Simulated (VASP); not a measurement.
# C in VASP: notebook

Runs on C. Level: LDA. Tasks: single point.

All numbers are computed with VASP 6.6.1; they aren't measurements. Logs are shortened: lines on timing, memory, paths and dates and some standing lists are left out, and cuts for length are marked.

## Step 1: The cell of the first run

The cell holds a slab with vacuum, 4 atoms: a = 2.497 Å, b = 3.532 Å, c = 7.601 Å, α = 90.00°, β = 90.00°, γ = 90.00°.

## Step 2: Single point, LDA

Contents of INCAR:

```
SYSTEM = C
PREC = Accurate ; ENCUT = 520
EDIFF = 1E-7 ; ISMEAR = -1
SIGMA = 0.02 ; LREAL = .False.
LASPH = .True. ; NELM = 100
ALGO = Normal ; ISIF = 2
LWAVE = .False. ; LCHARG = .False.
LDIPOL = .True. ; IDIPOL = 3
DIPOL = 0.5 0.5 0.500 ; NBANDS = 16
```

Contents of KPOINTS:

```
regular mesh
0
Gamma
  10 7 1
  0 0 0
```

Contents of POSCAR:

```
C
1.0
    2.4973051744      0.0000000000      0.0000000000
    0.0000000000      3.5317228470      0.0000000000
    0.0000000000      0.0000000000      7.6011000000
C
4
Direct
    0.0000000000      0.3360805950      0.4604577189
    0.5000000000      0.1639194050      0.4604577189
    0.5000000000      0.8360806466      0.5395422811
    0.0000000000      0.6639193534      0.5395422811
```

Potentials or basis: VASP PAW LDA potentials, release 64 (C).

Command:

```bash
> cat potpaw_LDA.64/C/POTCAR > POTCAR
> mpirun -np 1 vasp_std > vasp.out
```

OUTCAR:

```text
SYSTEM = C
   PREC = Accurate
   ENCUT = 520
   EDIFF = 1E-7
   ISMEAR = -1
   LREAL = .False.
   LASPH = .True.
   NELM = 100
   ISIF = 2

 ion  position               nearest neighbor table
   1  0.000  0.336  0.460-   4 1.30   2 1.39   2 1.39
   2  0.500  0.164  0.460-   3 1.30   1 1.39   1 1.39
   3  0.500  0.836  0.540-   2 1.30   4 1.39   4 1.39
   4  0.000  0.664  0.540-   1 1.30   3 1.39   3 1.39

  LATTYP: Found a simple orthorhombic cell.
 ALAT       =     2.4973051744
 B/A-ratio  =     1.4142135624
 C/A-ratio  =     3.0437209188

  Lattice vectors:

 A1 = (   2.4973051744,   0.0000000000,   0.0000000000)
 A2 = (   0.0000000000,   3.5317228470,   0.0000000000)
 A3 = (   0.0000000000,   0.0000000000,   7.6011000000)

Analysis of symmetry for initial positions (statically):
=====================================================================
 Subroutine PRICEL returns:
 Original cell was already a primitive cell.

 Routine SETGRP: Setting up the symmetry group for a
 simple orthorhombic supercell.

 Subroutine GETGRP returns: Found  8 space group operations
 (whereof  4 operations were pure point group operations)
 out of a pool of  8 trial point group operations.

The static configuration has the point symmetry C_2h.
 The point group associated with its full space group is D_2h.

Analysis of symmetry for dynamics (positions and initial velocities):
=====================================================================
 Subroutine PRICEL returns:
 Original cell was already a primitive cell.

 Routine SETGRP: Setting up the symmetry group for a
 simple orthorhombic supercell.

 Subroutine GETGRP returns: Found  8 space group operations
 (whereof  4 operations were pure point group operations)
 out of a pool of  8 trial point group operations.

The dynamic configuration has the point symmetry C_2h.
 The point group associated with its full space group is D_2h.

 Subroutine INISYM returns: Found  8 space group operations
 (whereof  4 operations are pure point group operations),
 and found     1 'primitive' translations

----------------------------------------------------------------------------------------

                                     Primitive cell

  volume of cell :      67.0401

  direct lattice vectors                    reciprocal lattice vectors
     2.497305174  0.000000000  0.000000000     0.400431637  0.000000000  0.000000000
     0.000000000  3.531722847  0.000000000     0.000000000  0.283147926  0.000000000
     0.000000000  0.000000000  7.601100000     0.000000000  0.000000000  0.131559906

  length of vectors
     2.497305174  3.531722847  7.601100000     0.400431637  0.283147926  0.131559906

  position of ions in fractional coordinates (direct lattice)
     0.000000000  0.336080595  0.460457719
     0.500000000  0.163919405  0.460457719
     0.500000000  0.836080647  0.539542281
     0.000000000  0.663919353  0.539542281

  ion indices of the primitive-cell ions
   primitive index   ion index
                 1           1
                 2           2
                 3           3
                 4           4

----------------------------------------------------------------------------------------

 KPOINTS: regular mesh

Automatic generation of k-mesh.
 Grid dimensions read from file:
 generate k-points for:   10    7    1

 Generating k-lattice:

  Cartesian coordinates                     Fractional coordinates (reciprocal lattice)
     0.040043164  0.000000000  0.000000000     0.100000000  0.000000000  0.000000000
     0.000000000  0.040449704  0.000000000     0.000000000  0.142857143  0.000000000
     0.000000000  0.000000000  0.131559906     0.000000000  0.000000000  1.000000000

  Length of vectors
     0.040043164  0.040449704  0.131559906

  Shift w.r.t. Gamma in fractional coordinates (k-lattice)
     0.000000000  0.000000000  0.000000000

 Subroutine IBZKPT returns following result:
 ===========================================

 Found     24 irreducible k-points:

 Following reciprocal coordinates:
            Coordinates               Weight
  0.000000  0.000000  0.000000      1.000000
  0.100000  0.000000  0.000000      2.000000
  0.200000  0.000000  0.000000      2.000000
  0.300000  0.000000  0.000000      2.000000
  0.400000  0.000000  0.000000      2.000000
  0.500000  0.000000  0.000000      1.000000
[... 16 lines left out ...]
  0.400000  0.428571  0.000000      4.000000
  0.500000  0.428571  0.000000      2.000000
   k-points           NKPTS =     24   k-points in BZ     NKDIM =     24   number of bands    NBANDS=     16
   number of dos      NEDOS =    301   number of ions     NIONS =      4
   total plane-waves  NPLWV =  33600
   dimension x,y,z NGX =    20 NGY =   28 NGZ =   60
   dimension x,y,z NGXF=    40 NGYF=   56 NGZF=  120
   ions per type =               4
   NGX,Y,Z   is equivalent  to a cutoff of  13.31, 13.18, 13.12 a.u.
   NGXF,Y,Z  is equivalent  to a cutoff of  26.63, 26.36, 26.25 a.u.
 SYSTEM =  C
   PREC   = accura    normal or accurate (medium, high low for compatibility)
   ISTART =      0    job   : 0-new  1-cont  2-samecut
   ICHARG =      2    charge: 1-file 2-atom 10-const
   ISPIN  =      1    spin polarized calculation?
   LNONCOLLINEAR =      F non collinear calculations
   LSORBIT =      F    spin-orbit coupling
   LASPH  =      T    aspherical Exc in radial PAW
   ENCUT  =  520.0 eV  38.22 Ry    6.18 a.u.   4.64  6.57 14.13*2*pi/ulx,y,z
   NELM   =    100;   NELMIN=  2; NELMDL= -5     # of ELM steps
   EDIFF  = 0.1E-06   stopping-criterion for ELM
   LREAL  =      F    real-space projection
   EDIFFG = 0.1E-05   stopping-criterion for IOM
   NSW    =      0    number of steps for IOM
   IBRION =     -1    ionic relax: 0-MD 1-quasi-New 2-CG
   NFREE  =      0    steps in history (QN), initial steepest desc. (CG)
   ISIF   =      2    stress and relaxation
   ISYM   =      2    0-nonsym 1-usesym 2-fastsym
   POTIM  = 0.5000    time-step for ionic-motion
   TEBEG  =    0.0;   TEEND  =   0.0 temperature during run
   PSTRESS=    0.0 pullay stress
   NELECT =      16.0000    total number of electrons
   NUPDOWN=      -1.0000    fix difference up-down
   EMIN   =  10.00;   EMAX   =-10.00  energy-range for DOS
   EFERMI =   0.00;   METHOD = LEGACY
   ISMEAR =    -1;   SIGMA  =   0.02  broadening in eV -4-tet -1-fermi 0-gaus
   EFERMI_NEDOS =   21; number of points for ismear=-14 and -15
   IALGO  =     38    algorithm
   IMIX   =      4    mixing-type and parameters
     AMIX     =   0.40;   BMIX     =  1.00
     AMIX_MAG =   1.60;   BMIX_MAG =  1.00
  volume/ion in A,a.u.               =      16.76       113.10
  Fermi-wavevector in a.u.,A,eV,Ry     =   1.015477  1.918973 14.030230  1.031193
  Thomas-Fermi vector in A             =   2.148765
   LORBIT       =      0    0 simple, 1 ext, 2 COOP (PROOUT), +10 PAW based schemes
   GGA     = CA    functional components
   LHFCALC =     F    Hartree Fock is set to
   AEXX    =    0.0000 exact exchange contribution
   IVDW    =     0    specifies the selected vdW correction
   LEPSILON=     F    determine dielectric tensor
   LRPA    =     F    only Hartree local field effects (RPA)
 non-spin polarized calculation
  energy-cutoff  :      520.00
  volume of cell :       67.04
 maximum number of plane-waves:      1834
 NGX is ok and might be reduce to    20
   NGX =  9   NGY = 13   NGZ = 29

 dipolmoment           0.000000      0.000000     -0.000000 electrons x Angstroem

 number of electron      16.0000003 magnetization

 dipolmoment           0.000000      0.000000      0.000000 electrons x Angstroem

 Free energy of the ion-electron system (eV)
  ---------------------------------------------------
  ext. energy  EPLUGINS =         0.00000000
  ---------------------------------------------------
  free energy    TOTEN  =       -36.88196729 eV

  energy without entropy =      -36.88076369  energy(sigma->0) =      -36.88136549

 E-fermi :   0.9641     XC(G=0):  -6.2728

 val. band max:        0.9594313636   @ k =   0.0000   0.1429   0.0000
 cond. band min:       1.0446065088   @ k =   0.4000   0.0000   0.0000
 fundamental gap:      0.0851751452
 Fermi energy:         0.9641291566

 k-point     1 :       0.0000    0.0000    0.0000
  band No.  band energies     occupation
      1     -20.5006      2.00000
      2     -12.7794      2.00000
      3     -12.6054      2.00000
      4      -8.1309      2.00000
      5      -7.7058      2.00000
      6      -4.7735      2.00000
[... 8 lines left out ...]
     15       9.7659      0.00000
     16      10.5402      0.00000

 k-point     2 :       0.1000    0.0000    0.0000
  band No.  band energies     occupation
      1     -20.3304      2.00000
      2     -12.6496      2.00000
      3     -12.4679      2.00000
      4      -8.7923      2.00000
      5      -7.5071      2.00000
      6      -4.7836      2.00000
[... 8 lines left out ...]
     15      10.5618      0.00000
     16      10.9783      0.00000

 k-point     3 :       0.2000    0.0000    0.0000
  band No.  band energies     occupation
      1     -19.8219      2.00000
      2     -12.3745      2.00000
      3     -12.0578      2.00000
      4     -10.2266      2.00000
      5      -6.9152      2.00000
      6      -5.0042      2.00000
[... 8 lines left out ...]
     15      10.9077      0.00000
     16      12.6799      0.00000

 k-point     4 :       0.3000    0.0000    0.0000
  band No.  band energies     occupation
      1     -18.9817      2.00000
      2     -12.9981      2.00000
      3     -11.3812      2.00000
      4     -10.7627      2.00000
      5      -6.3601      2.00000
      6      -5.9455      2.00000
[... 8 lines left out ...]
     15      11.7161      0.00000
     16      14.5100      0.00000

 k-point     5 :       0.4000    0.0000    0.0000
  band No.  band energies     occupation
      1     -17.8239      2.00000
      2     -14.6960      2.00000
      3     -10.4486      2.00000
      4      -9.8995      2.00000
      5      -7.8942      2.00000
      6      -7.1755      2.00000
[... 8 lines left out ...]
     15      12.0754      0.00000
     16      13.4840      0.00000

 k-point     6 :       0.5000    0.0000    0.0000
  band No.  band energies     occupation
      1     -16.3754      2.00000
      2     -16.3754      2.00000
      3      -9.2765      2.00000
      4      -9.2765      2.00000
      5      -8.6219      2.00000
      6      -8.6219      2.00000
[... 8 lines left out ...]
     15      12.9746      0.00000
     16      12.9746      0.00000
[... 267 lines left out ...]
 k-point    21 :       0.2000    0.4286    0.0000
  band No.  band energies     occupation
      1     -18.2696      2.00000
      2     -17.0904      2.00000
      3      -9.2855      2.00000
      4      -8.2074      2.00000
      5      -7.7252      2.00000
      6      -6.5987      2.00000
[... 8 lines left out ...]
     15      10.5301      0.00000
     16      11.2968      0.00000

 k-point    22 :       0.3000    0.4286    0.0000
  band No.  band energies     occupation
      1     -17.4429      2.00000
      2     -16.2815      2.00000
      3     -11.1533      2.00000
      4     -10.0683      2.00000
      5      -7.0790      2.00000
      6      -6.0666      2.00000
[... 8 lines left out ...]
     15      12.6752      0.00000
     16      12.7213      0.00000

 k-point    23 :       0.4000    0.4286    0.0000
  band No.  band energies     occupation
      1     -16.3104      2.00000
      2     -15.2050      2.00000
      3     -12.9886      2.00000
      4     -11.9229      2.00000
      5      -6.2338      2.00000
      6      -5.5343      2.00000
[... 8 lines left out ...]
     15      12.5379      0.00000
     16      13.5377      0.00000

 k-point    24 :       0.5000    0.4286    0.0000
  band No.  band energies     occupation
      1     -14.9778      2.00000
      2     -14.9778      2.00000
      3     -13.4951      2.00000
      4     -13.4951      2.00000
      5      -5.5525      2.00000
      6      -5.5525      2.00000
[... 8 lines left out ...]
     15      13.4198      0.00000
     16      13.4198      0.00000

------------------------ aborting loop because EDIFF is reached ----------------------------------------

 vacuum level on the upper side and lower side of the slab       (xc-potential included)        -1.079        -1.079

  FORCE on cell =-STRESS in cart. coord.  units (eV):
  Direction    XX          YY          ZZ          XY          YZ          ZX
  --------------------------------------------------------------------------------------
  -------------------------------------------------------------------------------------
  Total        7.0616371     24.7722361     -0.0026999      0.0000000      0.0000000      0.0000000
  in kB      168.7645776    592.0264567     -0.0645235      0.0000000      0.0000000      0.0000000
  external PRESSURE =     253.5755036 kB  Pullay stress =       0.0000000 kB

 VOLUME and BASIS-vectors are now :
 -----------------------------------------------------------------------------
  energy-cutoff  :      520.00
  volume of cell :       67.04
      direct lattice vectors                 reciprocal lattice vectors
     2.497305174  0.000000000  0.000000000     0.400431637  0.000000000  0.000000000
     0.000000000  3.531722847  0.000000000     0.000000000  0.283147926  0.000000000
     0.000000000  0.000000000  7.601100000     0.000000000  0.000000000  0.131559906

 POSITION                                       TOTAL-FORCE (eV/Angst)
 -----------------------------------------------------------------------------------
      0.00000      1.18694      3.49999        -0.000000     -0.009398     -0.034424
      1.24865      0.57892      3.49999         0.000000      0.009398     -0.034424
      1.24865      2.95281      4.10111        -0.000000     -0.009398      0.034424
      0.00000      2.34478      4.10111         0.000000      0.009398      0.034424
 -----------------------------------------------------------------------------------
    total drift:                                0.000000     -0.000005     -0.000003

  FREE ENERGIE OF THE ION-ELECTRON SYSTEM (eV)
  ---------------------------------------------------
  free  energy   TOTEN  =       -36.8819672858 eV

  energy  without entropy=      -36.8807636938  energy(sigma->0) =      -36.88136549

 vacuum level on the upper side and lower side of the slab         3.596         3.596
```

Run time: 17 s. Hardware: 1 thread of Intel Xeon Platinum 8488C (Sapphire Rapids), shared host; peak memory 0.15 GiB.

Results:

- Free energy: -36.8820 eV
- Largest force: 0.036 eV/Å
- Band gap on the k mesh: zero (bands 8 and 9 overlap by 0.98 eV)

Forces on the atoms (eV/Å):
```
C    0.000 -0.009 -0.034
C    0.000  0.009 -0.034
C    0.000 -0.009  0.034
C    0.000  0.009  0.034
```

Levels at points of the mesh, in eV from the Fermi level:
```tsv
k point	band 5	band 6	band 7	band 8	band 9	band 10	band 11	band 12
(0.00, 0.00, 0.00)	-8.67	-5.74	-3.89	0.23	0.55	3.31	4.51	5.19
(0.50, 0.00, 0.00)	-9.59	-9.59	-4.03	-4.03	1.55	1.55	8.31	8.31
```

## Step 3: Single point, LDA

Contents of INCAR:

```
SYSTEM = C
ALGO = Normal ; DIPOL = 0.5 0.5 0.500
EDIFF = 1E-7 ; ENCUT = 520
GGA = CA ; IDIPOL = 3
ISIF = 2 ; ISMEAR = -1
LASPH = .True. ; LCHARG = .True.
LDIPOL = .True. ; LELF = .True.
LREAL = .False. ; LVACPOTAV = .True.
LVHAR = .True. ; LWAVE = .False.
NBANDS = 16 ; NELM = 100
PREC = Accurate ; SIGMA = 0.02
```

Contents of KPOINTS:

```
k-points
0
Gamma
  10 7 1
  0 0 0
```

POSCAR is that of step 2.

Potentials or basis: VASP PAW LDA potentials, release 64 (C).

Command:

```bash
> cat potpaw_LDA.64/C/POTCAR > POTCAR
> mpirun -np 1 vasp_std > vasp.out
```

It took 17 s on 1 thread of Intel Xeon Platinum 8488C (Sapphire Rapids), shared host; peak memory 0.15 GiB.

It converged, with:

```
Free energy            : -36.8820 eV
Largest force          : 0.036 eV/Å
Band gap on the k mesh : zero (bands 8 and 9 overlap by 0.98 eV)
```

Forces in eV/Å, atoms in the order of the input:
```
C    0.000 -0.009 -0.034
C    0.000  0.009 -0.034
C    0.000 -0.009  0.034
C    0.000  0.009  0.034
```

Levels at points of the mesh, in eV from the Fermi level:
| k point | band 5 | band 6 | band 7 | band 8 | band 9 | band 10 | band 11 | band 12 |
| --- | --- | --- | --- | --- | --- | --- | --- | --- |
| (0.00, 0.00, 0.00) | -8.67 | -5.74 | -3.89 | 0.23 | 0.55 | 3.31 | 4.51 | 5.19 |
| (0.50, 0.00, 0.00) | -9.59 | -9.59 | -4.03 | -4.03 | 1.55 | 1.55 | 8.31 | 8.31 |

(Continued in part 2 of 2.)

The gap in the log of VASP goes by the Fermi energy; the results here count the filled bands.